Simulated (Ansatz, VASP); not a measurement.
## Be3CdSe4 in VASP and in Ansatz

```
Be Cd Se
1.0
     3.83303    0.00000    0.00000
     0.00000    3.83303    0.00000
     0.00000    0.00000   10.92858
Be Cd Se
3 1 4
Cartesian
  1.9165 1.9165 2.9978
  1.9165 1.9165 7.9308
  0.0000 0.0000 5.4643
  0.0000 0.0000 0.0000
  1.9165 0.0000 4.2365
  0.0000 1.9165 6.6921
  1.9165 0.0000 9.1210
  0.0000 1.9165 1.8076
```

Alike in both runs: task relaxation of cell and atoms; functional PBE; k mesh 8 × 8 × 4; occupations gaussian, width 0.02 eV; no spin polarisation.

|  | VASP | Ansatz |
| --- | --- | --- |
| version | VASP 6.6.1 | Ansatz 0.2.0 |
| potentials or method | VASP PAW PBE potentials, release 64 (Be, Cd, Se), cutoff 600 eV | scalar-relativistic, plane waves, PAW |
| valence electrons in the cell | 42 | 90 |

|  | VASP | Ansatz | Ansatz less VASP |
| --- | --- | --- | --- |
| gap on the k mesh at the Fermi level, each at its own relaxed structure (eV) | 2.14 | 2.17 | +0.022 |
| relaxed volume (Å³/atom) | 20.06 | 20.00 | -0.057 |
| relaxed length of the cell vector where the two differ most in proportion (Å) | 11.187 | 11.166 | -0.0209 |

VASP's potentials hold 42 valence electrons a cell and Ansatz's 90, so a difference there can come from the potentials and not from the codes.
